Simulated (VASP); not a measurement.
Crystal: NaCl.

```
Na Cl
1.0
     0.14467    3.12883    3.12883
     3.12883    0.14467    3.12883
     3.12883    3.12883    0.14467
Na Cl
1 1
Cartesian
  0.0328 0.0328 0.0328
  1.5677 1.5677 1.5677
```

This cell differs from its parent crystal: epitaxial 111 strain -3.3%.

Base run:

| Property | Result |
| --- | --- |
| Program | VASP 6.6.1 |
| Functional | r2SCAN |
| Potentials or basis | VASP PAW PBE potentials, release 64 (Na_pv, Cl) |
| Cutoff | 520 eV |
| k mesh | 8 × 8 × 8 |
| Occupations | gaussian, width 0.01 eV |
| Spin | no spin polarisation |

Its results: band gap on the k mesh 5.54 eV, direct; pressure 0.4 GPa; largest force 0.007 eV/Å.

The run is repeated on the same cell with these changes: functional from r2SCAN to PBE; occupations from gaussian, width 0.01 eV to fermi-dirac, width 0.02 eV. What comes out?

Band gap on the k mesh 4.91 eV, direct; pressure 1.3 GPa; largest force 0.005 eV/Å.

Caveats: the PAW data sets were made with another functional, which shifts forces and pressure a little (some runs).

A k mesh can miss the band edges.
